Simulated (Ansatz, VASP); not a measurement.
Cs2LiGaSe6: VASP beside Ansatz

```
Li Cs Se Ga
1.0
     3.60082    6.23679    0.00000
    -3.60082    6.23679    0.00000
     0.00000    0.00000    5.86134
Li Cs Se Ga
1 2 6 1
Direct
  0.00000 0.00000 0.50000
  0.33330 0.33330 0.26990
  0.66660 0.66670 0.73010
  0.13880 0.13920 0.76180
  0.72200 0.13880 0.76180
  0.13920 0.72200 0.76180
  0.27800 0.86080 0.23820
  0.86080 0.86120 0.23820
  0.86120 0.27800 0.23820
  0.00000 0.00000 0.00000
```

Alike in both runs: task single point; functional PBE; k mesh 3 × 3 × 3; no spin polarisation.

```csv
,VASP,Ansatz
version,VASP 6.6.1,Ansatz 0.2.0
potentials or method,"VASP PAW PBE potentials, release 64 (Li_sv, Cs_sv, Se, Ga_d), cutoff 520 eV",PAW plane waves
occupations,"fermi-dirac, width 0.1 eV",fermi-dirac
valence electrons in the cell,70,130
```

VASP gave:

* gap on the k mesh at the Fermi level (eV): none
* rms of the force components (eV/Å): 2.024

What did Ansatz give for the same quantities?

gap on the k mesh at the Fermi level (eV): none; rms of the force components (eV/Å): 2.010.

Atom by atom the forces differ by 0.014 eV/Å (rms over components). A gap of «none» marks a metal or a gap that the smearing closes. VASP's potentials hold 70 valence electrons a cell and Ansatz's 130, so a difference there can come from the potentials and not from the codes. Ansatz's warnings: structure snapped to symmetry.

Spin-orbit coupling is off throughout. Noted on VASP's run: the cutoff is under 1.25 times that of the potentials, so the pressure is a little rough.
